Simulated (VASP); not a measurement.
## Ir: single point with revPBE

Ir:

```
CELL_PARAMETERS angstrom
0.00000 1.91546 1.91546
1.91546 0.00000 1.91546
1.91546 1.91546 0.00000
ATOMIC_POSITIONS crystal
Ir 0.00000 0.00000 0.00000
```

This cell differs from its parent crystal: volume scaled by 0.96.

```yaml
Program: VASP 6.6.1
Task: single point
Functional: revPBE
Potentials_or_basis: VASP PAW PBE potentials, release 64 (Ir)
Cutoff: 520 eV
k_mesh: 23 × 23 × 23
Occupations: fermi-dirac, width 0.1 eV
Spin: no spin polarisation
Dipole_correction: no
Further_INCAR_settings: ALGO = Normal; EDIFF = 1e-07; NBANDS = 10
```

| Property | Result |
| --- | --- |
| Pressure | 15.4 GPa |

Levels at points of the mesh, in eV from the Fermi level:
```
           k point  band 1  band 2  band 3  band 4  band 5  band 6  band 7  band 8
(0.00, 0.00, 0.00)  -11.15   -3.89   -3.89   -3.89   -1.18   -1.18   14.32   19.96
```

It took 22 s on 1 thread of AMD EPYC 9R45 96-Core Processor (Zen 5), with other jobs on the host, peak memory 0.14 GiB.

Caveat: the PAW data sets were made with another functional, which shifts forces and pressure a little; spin-orbit coupling is left out, which moves the levels of the heavy elements.
